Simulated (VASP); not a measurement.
Input of a VASP 6.6.1 run:

The input INCAR:

```
PREC = Accurate
ENCUT = 600
EDIFF = 1E-7
ISMEAR = 0
SIGMA = 0.05
LREAL = False
LASPH = True
NELM = 80
ALGO = Normal
ISIF = 4
LWAVE = False
LCHARG = False
GGA = PS
IVDW = 12
IBRION = 2
NSW = 60
EDIFFG = -0.02
```

KPOINTS

```
regular mesh
0
Gamma
  8 8 8
```

Contents of POSCAR:

```
ZrB2
1.0
    3.1632195451      0.0000000000      0.0000000000
   -1.5816097725      2.7394284838      0.0000000000
    0.0000000000      0.0000000000      3.5239748476
Zr B
1 2
Direct
    0.0000000000      0.0000000000      0.0000000000
    0.3333333333      0.6666666667      0.5000000000
    0.6666666667      0.3333333333      0.5000000000
```

Potentials or basis: VASP PAW PBE potentials, release 64 (Zr_sv, B).

Command:

```sh
$ cat potpaw_PBE.64/Zr_sv/POTCAR potpaw_PBE.64/B/POTCAR > POTCAR
$ mpirun -np 1 vasp_std > vasp.out
```

(1) Predict the band gap on the k mesh.

(2) Predict the dispersion energy per atom.

## Answers

(1) zero (bands 9 and 10 overlap by 0.58 eV).

(2) -0.367 eV.
